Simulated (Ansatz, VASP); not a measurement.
K3Ge in VASP and in Ansatz

```
K Ge
1.0
     0.00000    4.31357    4.31357
     4.31357    0.00000    4.31357
     4.31357    4.31357    0.00000
K Ge
3 1
Cartesian
  2.1568 2.1568 2.1568
  6.4703 6.4703 6.4703
  4.3136 4.3136 4.3136
  0.0000 0.0000 0.0000
```

Alike in both runs: functional PBE; k mesh 10 × 10 × 10; occupations gaussian, width 0.1 eV; no spin polarisation.

Ansatz relaxed the structure, and its values are those at the end. VASP's run is a single point on that final structure, the one shown.

|  | VASP | Ansatz |
| --- | --- | --- |
| version | VASP 6.6.1 | Ansatz 0.2.0 |
| potentials or method | VASP PAW PBE potentials, release 64 (K_sv, Ge_d), cutoff 520 eV | scalar-relativistic, plane waves, PAW |
| valence electrons in the cell | 41 | 41 |

|  | VASP | Ansatz | Ansatz less VASP |
| --- | --- | --- | --- |
| gap on the k mesh at the Fermi level (eV) | none | none | - |
| pressure (GPa) | 0.0 | 0.0 | +0.02 |

A gap of «none» marks a metal or a gap that the smearing closes.
